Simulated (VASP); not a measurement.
Input of a VASP 6.6.1 run:

File INCAR:

```
SYSTEM = TiO2
PREC = Accurate
ENCUT = 520
EDIFF = 1E-6
ISMEAR = 0
SIGMA = 0.05
LREAL = .FALSE.
LASPH = .TRUE.
NELM = 60
ALGO = Normal
ISIF = 2
LWAVE = .FALSE.
LCHARG = .FALSE.
GGA = PE
NBANDS = 33
```

File KPOINTS:

```
Automatic mesh
0
G
  6 6 10
  0 0 0
```

File POSCAR:

```
TiO2
1.0
    4.5273148210      0.0000000000      0.0000000000
    0.0000000000      4.5273148210      0.0000000000
    0.0000000000      0.0000000000      2.8897670966
Ti O
2 4
Direct
    0.0000000000      0.0000000000      0.0196221979
    0.5000000000      0.5000000000      0.5196221979
    0.3050970583      0.3050970583     -0.0293535767
    0.1949029417      0.8050970583      0.4706464233
    0.6949029417      0.6949029417     -0.0293535767
    0.8050970583      0.1949029417      0.4706464233
```

Potentials or basis: VASP PAW PBE potentials, release 64 (Ti_sv, O).

The run is started by

```bash
$ cat potpaw_PBE.64/Ti_sv/POTCAR potpaw_PBE.64/O/POTCAR > POTCAR
$ mpirun -np 1 vasp_std > vasp.out
```

Task: Predict the largest force.

Result: 0.925 eV/Å.

Task: Predict the pressure.

Result: 24.6 GPa.

Task: Estimate the band gap on the k mesh.

Result: 2.31 eV (least direct gap 2.64 eV).

Stress tensor (GPa, compression positive):
```
22.10  0.00  0.00
 0.00 22.10  0.00
 0.00  0.00 29.60
```

Caveat: the cell differs from its parent crystal (atoms displaced along a vibrational mode, the cell strained); the cell stands under pressure. A k mesh can miss the band edges.
